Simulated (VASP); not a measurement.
# Al (Fm-3m) in VASP: a series of runs

Al is run at these levels: PBE; tasks: single point.

All numbers are computed with VASP 6.6.1; they aren't measurements. Logs are shortened: lines on timing, memory, paths and dates and some standing lists are left out, and cuts for length are marked.

### 1 The cell of the first run

The structure is cubic, space group Fm-3m (No. 225). Conventional cell: a = 4.039 Å, b = 4.039 Å, c = 4.039 Å, α = 90.00°, β = 90.00°, γ = 90.00°. Within 3.8 Å of Al (site symmetry m-3m) lie 12 Al at 2.86 Å.

### 2 Single point, PBE

File INCAR:

```
PREC     = Accurate       # precision mode
ENCUT    = 500            # plane-wave cutoff, eV
EDIFF    = 1E-6           # SCF threshold, eV
ISMEAR   = 0              # smearing method
SIGMA    = 0.1            # smearing width, eV
LREAL    = False          # projectors in reciprocal space
LASPH    = True           # aspherical terms in the spheres
NELM     = 120            # most SCF steps
ALGO     = Normal         # electronic algorithm
ISIF     = 2              # what is computed and relaxed
LWAVE    = False          # write WAVECAR
LCHARG   = False          # write CHGCAR
GGA      = PE             # functional
NBANDS   = 8              # bands
GGA_COMPAT= False
```

File KPOINTS:

```
Automatic mesh
0
Gamma
  7 7 7
```

File POSCAR:

```
Al
1.0
    0.0000000000      2.0194648466      2.0194648466
    2.0194648466      0.0000000000      2.0194648466
    2.0194648466      2.0194648466      0.0000000000
Al
1
Direct
    0.0000000000      0.0000000000      0.0000000000
```

Potentials or basis: VASP PAW PBE potentials, release 64 (Al).

The run is started by

```sh
cat potpaw_PBE.64/Al/POTCAR > POTCAR
mpirun -np 1 vasp_std > vasp.out
```

OUTCAR:

```text
PREC = Accurate
   ENCUT = 500
   EDIFF = 1E-6
   ISMEAR = 0
   LREAL = False
   LASPH = True
   NELM = 120
   ISIF = 2
   GGA = PE

 ion  position               nearest neighbor table
   1  0.000  0.000  0.000-

  LATTYP: Found a face centered cubic cell.
 ALAT       =     4.0389296932

  Lattice vectors:

 A1 = (   0.0000000000,   2.0194648466,   2.0194648466)
 A2 = (   2.0194648466,   0.0000000000,   2.0194648466)
 A3 = (   2.0194648466,   2.0194648466,   0.0000000000)

Analysis of symmetry for initial positions (statically):
=====================================================================
 Subroutine PRICEL returns:
 Original cell was already a primitive cell.

 Routine SETGRP: Setting up the symmetry group for a
 face centered cubic supercell.

 Subroutine GETGRP returns: Found 48 space group operations
 (whereof 48 operations were pure point group operations)
 out of a pool of 48 trial point group operations.

The static configuration has the point symmetry O_h .

Analysis of symmetry for dynamics (positions and initial velocities):
=====================================================================
 Subroutine PRICEL returns:
 Original cell was already a primitive cell.

 Routine SETGRP: Setting up the symmetry group for a
 face centered cubic supercell.

 Subroutine GETGRP returns: Found 48 space group operations
 (whereof 48 operations were pure point group operations)
 out of a pool of 48 trial point group operations.

The dynamic configuration has the point symmetry O_h .

 Subroutine INISYM returns: Found 48 space group operations
 (whereof 48 operations are pure point group operations),
 and found     1 'primitive' translations

----------------------------------------------------------------------------------------

                                     Primitive cell

  volume of cell :      16.4717

  direct lattice vectors                    reciprocal lattice vectors
     0.000000000  2.019464847  2.019464847    -0.247590346  0.247590346  0.247590346
     2.019464847  0.000000000  2.019464847     0.247590346 -0.247590346  0.247590346
     2.019464847  2.019464847  0.000000000     0.247590346  0.247590346 -0.247590346

  length of vectors
     2.855954575  2.855954575  2.855954575     0.428839059  0.428839059  0.428839059

  position of ions in fractional coordinates (direct lattice)
     0.000000000  0.000000000  0.000000000

  ion indices of the primitive-cell ions
   primitive index   ion index
                 1           1

----------------------------------------------------------------------------------------

 KPOINTS: Automatic mesh

Automatic generation of k-mesh.
 Grid dimensions read from file:
 generate k-points for:    7    7    7

 Generating k-lattice:

  Cartesian coordinates                     Fractional coordinates (reciprocal lattice)
    -0.035370049  0.035370049  0.035370049     0.142857143  0.000000000  0.000000000
     0.035370049 -0.035370049  0.035370049     0.000000000  0.142857143  0.000000000
     0.035370049  0.035370049 -0.035370049     0.000000000  0.000000000  0.142857143

  Length of vectors
     0.061262723  0.061262723  0.061262723

  Shift w.r.t. Gamma in fractional coordinates (k-lattice)
     0.000000000  0.000000000  0.000000000

 Subroutine IBZKPT returns following result:
 ===========================================

 Found     20 irreducible k-points:

 Following reciprocal coordinates:
            Coordinates               Weight
  0.000000  0.000000  0.000000      1.000000
  0.142857  0.000000  0.000000      8.000000
  0.285714  0.000000  0.000000      8.000000
  0.428571  0.000000  0.000000      8.000000
  0.142857  0.142857  0.000000      6.000000
  0.285714  0.142857  0.000000     24.000000
[... 12 lines left out ...]
 -0.428571  0.428571  0.142857     24.000000
 -0.285714  0.428571  0.142857     24.000000
   k-points           NKPTS =     20   k-points in BZ     NKDIM =     20   number of bands    NBANDS=      8
   number of dos      NEDOS =    301   number of ions     NIONS =      1
   total plane-waves  NPLWV =  13824
   dimension x,y,z NGX =    24 NGY =   24 NGZ =   24
   dimension x,y,z NGXF=    48 NGYF=   48 NGZF=   48
   ions per type =               1
   NGX,Y,Z   is equivalent  to a cutoff of  13.97, 13.97, 13.97 a.u.
   NGXF,Y,Z  is equivalent  to a cutoff of  27.94, 27.94, 27.94 a.u.
 SYSTEM =  unknown system
   PREC   = accura    normal or accurate (medium, high low for compatibility)
   ISTART =      0    job   : 0-new  1-cont  2-samecut
   ICHARG =      2    charge: 1-file 2-atom 10-const
   ISPIN  =      1    spin polarized calculation?
   LNONCOLLINEAR =      F non collinear calculations
   LSORBIT =      F    spin-orbit coupling
   LASPH  =      T    aspherical Exc in radial PAW
   ENCUT  =  500.0 eV  36.75 Ry    6.06 a.u.   5.21  5.21  5.21*2*pi/ulx,y,z
   NELM   =    120;   NELMIN=  2; NELMDL= -5     # of ELM steps
   EDIFF  = 0.1E-05   stopping-criterion for ELM
   LREAL  =      F    real-space projection
   EDIFFG = 0.1E-04   stopping-criterion for IOM
   NSW    =      0    number of steps for IOM
   IBRION =     -1    ionic relax: 0-MD 1-quasi-New 2-CG
   NFREE  =      0    steps in history (QN), initial steepest desc. (CG)
   ISIF   =      2    stress and relaxation
   ISYM   =      2    0-nonsym 1-usesym 2-fastsym
   POTIM  = 0.5000    time-step for ionic-motion
   TEBEG  =    0.0;   TEEND  =   0.0 temperature during run
   PSTRESS=    0.0 pullay stress
   NELECT =       3.0000    total number of electrons
   NUPDOWN=      -1.0000    fix difference up-down
   EMIN   =  10.00;   EMAX   =-10.00  energy-range for DOS
   EFERMI =   0.00;   METHOD = LEGACY
   ISMEAR =     0;   SIGMA  =   0.10  broadening in eV -4-tet -1-fermi 0-gaus
   EFERMI_NEDOS =   21; number of points for ismear=-14 and -15
   IALGO  =     38    algorithm
   IMIX   =      4    mixing-type and parameters
     AMIX     =   0.40;   BMIX     =  1.00
     AMIX_MAG =   1.60;   BMIX_MAG =  1.00
  volume/ion in A,a.u.               =      16.47       111.16
  Fermi-wavevector in a.u.,A,eV,Ry     =   0.927974  1.753616 11.716453  0.861135
  Thomas-Fermi vector in A             =   2.054101
   LORBIT       =      0    0 simple, 1 ext, 2 COOP (PROOUT), +10 PAW based schemes
   GGA     = PE    functional components
   LHFCALC =     F    Hartree Fock is set to
   AEXX    =    0.0000 exact exchange contribution
   IVDW    =     0    specifies the selected vdW correction
   LEPSILON=     F    determine dielectric tensor
   LRPA    =     F    only Hartree local field effects (RPA)
 non-spin polarized calculation
 Gauss-broadening in eV      SIGMA  =   0.10
  energy-cutoff  :      500.00
  volume of cell :       16.47
 maximum number of plane-waves:       431
 NGX is ok and might be reduce to    24
   NGX = 11   NGY = 11   NGZ = 11

 number of electron       3.0000000 magnetization

 Free energy of the ion-electron system (eV)
  ---------------------------------------------------
  ext. energy  EPLUGINS =         0.00000000
  ---------------------------------------------------
  free energy    TOTEN  =        -3.79322785 eV

  energy without entropy =       -3.78979524  energy(sigma->0) =       -3.79151154

 E-fermi :   8.1441     XC(G=0): -10.2019

 val. band max:        7.4161930148   @ k =   0.4286   0.1429   0.0000
 cond. band min:       8.1502140783   @ k =  -0.2857   0.2857   0.0000
 fundamental gap:      0.7340210634
 Fermi energy:         8.1441321617

 k-point     1 :       0.0000    0.0000    0.0000
  band No.  band energies     occupation
      1      -3.1270      2.00000
      2      20.6484      0.00000
      3      20.6484      0.00000
      4      20.6484      0.00000
      5      22.1532      0.00000
      6      22.1532      0.00000
      7      22.1532      0.00000
      8      24.4997      0.00000

 k-point     2 :       0.1429    0.0000    0.0000
  band No.  band energies     occupation
      1      -2.5724      2.00000
      2      15.6213      0.00000
      3      19.5596      0.00000
      4      19.5596      0.00000
      5      22.7023      0.00000
      6      23.9503      0.00000
      7      23.9503      0.00000
      8      25.4257      0.00000

 k-point     3 :       0.2857    0.0000    0.0000
  band No.  band energies     occupation
      1      -0.9217      2.00000
      2      10.1649      0.00000
      3      18.8424      0.00000
      4      18.8424      0.00000
      5      22.1663      0.00000
      6      22.1663      0.00000
      7      22.3480      0.00000
      8      26.1680      0.00000

 k-point     4 :       0.4286    0.0000    0.0000
  band No.  band energies     occupation
      1       1.7879      2.00000
      2       5.5129      2.00000
      3      19.0264      0.00000
      4      19.0264      0.00000
      5      20.1425      0.00000
      6      20.1425      0.00000
      7      22.7012      0.00000
      8      24.0156      0.00000

 k-point     5 :       0.1429    0.1429    0.0000
  band No.  band energies     occupation
      1      -2.3880      2.00000
      2      17.5462      0.00000
      3      17.5462      0.00000
      4      17.7463      0.00000
      5      20.7210      0.00000
      6      21.7386      0.00000
      7      26.2948      0.00000
      8      26.2948      0.00000
[... 133 lines left out ...]
 k-point    18 :      -0.4286    0.2857    0.1429
  band No.  band energies     occupation
      1       3.2059      2.00000
      2       6.8641      2.00000
      3      11.8874      0.00000
      4      13.1565      0.00000
      5      21.3129      0.00000
      6      22.5840      0.00000
      7      25.9894      0.00000
      8      29.8504      0.00000

 k-point    19 :      -0.4286    0.4286    0.1429
  band No.  band energies     occupation
      1       4.0617      2.00000
      2       9.1254      0.00000
      3       9.5141      0.00000
      4      11.0958      0.00000
      5      19.0875      0.00000
      6      21.0627      0.00000
      7      27.7716      0.00000
      8      31.6075      0.00000

 k-point    20 :      -0.2857    0.4286    0.1429
  band No.  band energies     occupation
      1       6.1391      2.00000
      2       6.7890      2.00000
      3       8.2437      0.15927
      4      11.3139      0.00000
      5      20.7269      0.00000
      6      25.1676      0.00000
      7      25.7933      0.00000
      8      27.4265      0.00000

------------------------ aborting loop because EDIFF is reached ----------------------------------------

  FORCE on cell =-STRESS in cart. coord.  units (eV):
  Direction    XX          YY          ZZ          XY          YZ          ZX
  --------------------------------------------------------------------------------------
  -------------------------------------------------------------------------------------
  Total       -0.0447392     -0.0447392     -0.0447392      0.0000000      0.0000000     -0.0000000
  in kB       -4.3517065     -4.3517065     -4.3517065      0.0000000      0.0000000     -0.0000000
  external PRESSURE =      -4.3517065 kB  Pullay stress =       0.0000000 kB

 VOLUME and BASIS-vectors are now :
 -----------------------------------------------------------------------------
  energy-cutoff  :      500.00
  volume of cell :       16.47
      direct lattice vectors                 reciprocal lattice vectors
     0.000000000  2.019464847  2.019464847    -0.247590346  0.247590346  0.247590346
     2.019464847  0.000000000  2.019464847     0.247590346 -0.247590346  0.247590346
     2.019464847  2.019464847  0.000000000     0.247590346  0.247590346 -0.247590346

 POSITION                                       TOTAL-FORCE (eV/Angst)
 -----------------------------------------------------------------------------------
      0.00000      0.00000      0.00000         0.000000      0.000000      0.000000
 -----------------------------------------------------------------------------------
    total drift:                                0.000000      0.000000     -0.000000

  FREE ENERGIE OF THE ION-ELECTRON SYSTEM (eV)
  ---------------------------------------------------
  free  energy   TOTEN  =        -3.7932278476 eV

  energy  without entropy=       -3.7897952413  energy(sigma->0) =       -3.79151154
```

Wall time 2.3 s (1 thread of AMD EPYC 9R45 (Zen 5), shared host); peak memory 0.09 GiB.

Results:

* Free energy: -3.7932 eV
* Pressure: -0.4 GPa

Caveat: the k points lie up to 0.38 Å⁻¹ apart.

### 3 Single point, PBE

File INCAR:

```
PREC = Accurate
ENCUT = 500
EDIFF = 1E-6
ISMEAR = 0
SIGMA = 0.1
LREAL = F
LASPH = T
NELM = 120
ALGO = Normal
ISIF = 2
LWAVE = F
LCHARG = T
GGA = PE
LELF = T
LVHAR = T
NBANDS = 8
GGA_COMPAT = F
```

File KPOINTS:

```
regular mesh
0
Gamma
  6 6 6
```

POSCAR is that of step 2.

Potentials or basis: VASP PAW PBE potentials, release 64 (Al).

The run is started by

```sh
cat potpaw_PBE.64/Al/POTCAR > POTCAR
mpirun -np 1 vasp_std > vasp.out
```

OUTCAR:

```text
PREC = Accurate
   ENCUT = 500
   EDIFF = 1E-6
   ISMEAR = 0
   LREAL = F
   LASPH = T
   NELM = 120
   ISIF = 2
   GGA = PE

 ion  position               nearest neighbor table
   1  0.000  0.000  0.000-

  LATTYP: Found a face centered cubic cell.
 ALAT       =     4.0389296932

  Lattice vectors:

 A1 = (   0.0000000000,   2.0194648466,   2.0194648466)
 A2 = (   2.0194648466,   0.0000000000,   2.0194648466)
[... 345 lines left out ...]
      6      21.8185      0.00000
      7      28.0909      0.00000
      8      29.1379      0.00000

------------------------ aborting loop because EDIFF is reached ----------------------------------------

  FORCE on cell =-STRESS in cart. coord.  units (eV):
  Direction    XX          YY          ZZ          XY          YZ          ZX
  --------------------------------------------------------------------------------------
  -------------------------------------------------------------------------------------
  Total        0.0601727      0.0601727      0.0601727     -0.0000000     -0.0000000      0.0000000
  in kB        5.8528976      5.8528976      5.8528976     -0.0000000     -0.0000000      0.0000000
  external PRESSURE =       5.8528976 kB  Pullay stress =       0.0000000 kB

 VOLUME and BASIS-vectors are now :
 -----------------------------------------------------------------------------
  energy-cutoff  :      500.00
  volume of cell :       16.47
      direct lattice vectors                 reciprocal lattice vectors
     0.000000000  2.019464847  2.019464847    -0.247590346  0.247590346  0.247590346
     2.019464847  0.000000000  2.019464847     0.247590346 -0.247590346  0.247590346
     2.019464847  2.019464847  0.000000000     0.247590346  0.247590346 -0.247590346

 POSITION                                       TOTAL-FORCE (eV/Angst)
 -----------------------------------------------------------------------------------
      0.00000      0.00000      0.00000        -0.000000     -0.000000     -0.000000
 -----------------------------------------------------------------------------------
    total drift:                               -0.000000      0.000000      0.000000

  FREE ENERGIE OF THE ION-ELECTRON SYSTEM (eV)
  ---------------------------------------------------
  free  energy   TOTEN  =        -3.8123982198 eV

  energy  without entropy=       -3.8088861232  energy(sigma->0) =       -3.81064217
```

OSZICAR:

```text
N       E                     dE             d eps       ncg     rms          rms(c)
DAV:   1    -0.256756195128E+01   -0.25676E+01   -0.81187E+02   256   0.190E+02
DAV:   2    -0.382612013606E+01   -0.12586E+01   -0.12568E+01   312   0.190E+01
DAV:   3    -0.383469093704E+01   -0.85708E-02   -0.85656E-02   376   0.175E+00
DAV:   4    -0.383471736357E+01   -0.26427E-04   -0.26426E-04   360   0.847E-02
DAV:   5    -0.383471737455E+01   -0.10972E-07   -0.11932E-07   352   0.179E-03    0.128E+00
DAV:   6    -0.382174382776E+01    0.12974E-01   -0.16544E-03   328   0.190E-01    0.741E-01
DAV:   7    -0.381240599517E+01    0.93378E-02   -0.49146E-03   328   0.307E-01    0.145E-01
DAV:   8    -0.381239993114E+01    0.60640E-05   -0.12481E-05   344   0.250E-02    0.900E-03
DAV:   9    -0.381239856515E+01    0.13660E-05   -0.73165E-07   392   0.376E-03    0.671E-04
DAV:  10    -0.381239821976E+01    0.34538E-06   -0.29194E-09   200   0.380E-04
   1 F= -.38123982E+01 E0= -.38106422E+01  d E =-.351210E-02
```

It took 1.5 s on 1 thread of Intel Xeon 6975P-C (Granite Rapids), shared host; peak memory 0.12 GiB.

What came out:

```
Free energy : -3.8124 eV
Pressure    : 0.6 GPa
```

Caveat: the k points lie up to 0.45 Å⁻¹ apart.
